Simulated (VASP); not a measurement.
CdSe: relaxation of cell and atoms with PBE

The system is CdSe.

```
CELL_PARAMETERS angstrom
0.00000 3.07027 3.07027
3.07027 0.00000 3.07027
3.07027 3.07027 0.00000
ATOMIC_POSITIONS crystal
Cd 0.00000 0.00000 0.00000
Se 0.75000 0.75000 0.75000
```

```json
{
  "Program": "VASP 6.6.1",
  "Task": "relaxation of cell and atoms",
  "Functional": "PBE",
  "Potentials or basis": "VASP PAW PBE potentials, release 64 (Cd, Se)",
  "Cutoff": "600 eV",
  "k mesh": "6 × 6 × 6",
  "Occupations": "gaussian, width 0.01 eV",
  "Spin": "no spin polarisation",
  "Target pressure": "30 GPa",
  "Dipole correction": "no",
  "Further INCAR settings": "ALGO = Normal; EDIFF = 1e-06; IBRION = 2; EDIFFG = -0.03; NSW = 60; ISIF = 3"
}
```

```json
{
 "Relaxed volume": "21.74 Å³/atom",
 "Relaxed cell": "a = 3.947 Å, b = 3.947 Å, c = 3.947 Å, α = 60.00°, β = 60.00°, γ = 60.00°",
 "Space group after relaxing (to 0.05 Å)": "F-43m (No. 216)",
 "Energy change on relaxing (the enthalpy is what falls)": "+561.0 meV/atom",
 "Ionic steps": "5",
 "Pressure after relaxing": "30.1 GPa",
 "Band gap on the k mesh": "1.11 eV, direct"
}
```

The path:
| step | energy change (eV) | largest force (eV/Å) | pressure (GPa) | volume (Å³) |
| --- | --- | --- | --- | --- |
| 1 | 0.0000 | 0.0000 | 1.54 | 57.88 |
| 2 | 15.1428 | 0.0000 | 318.27 | 24.61 |
| 3 | 0.7613 | 0.0000 | 22.63 | 45.69 |
| 4 | 0.9363 | 0.0000 | 26.30 | 44.54 |
| 5 | 1.1220 | 0.0000 | 30.10 | 43.49 |

Final structure:
```
Cd Se
1.0
     0.00000    2.79109    2.79109
     2.79109    0.00000    2.79109
     2.79109    2.79109    0.00000
Cd Se
1 1
Direct
  0.00000 0.00000 0.00000
  0.75000 0.75000 0.75000
```

Levels at points of the mesh, in eV from the valence-band top:
```
           k point  band 6  band 7  band 8  band 9  band 10  band 11  band 12  band 13
(0.00, 0.00, 0.00)   -8.52    0.00    0.00    0.00     1.11     5.78     5.78     5.78
(0.50, 0.00, 0.00)   -7.98   -6.22   -1.21   -1.21     2.62     6.35     6.35     7.89
(0.50, 0.50, 0.00)   -7.89   -5.42   -2.94   -2.94     2.53     3.74    10.56    11.77
```

Wall time 63 s on 1 thread of AMD EPYC 7R13 Processor (Zen 3), on a shared host, peak memory 0.19 GiB.

Caveat: the cell is relaxed towards a set pressure, so the enthalpy falls and the energy may rise; the volume moved by over 15 % at a fixed basis, so the end points are rough.
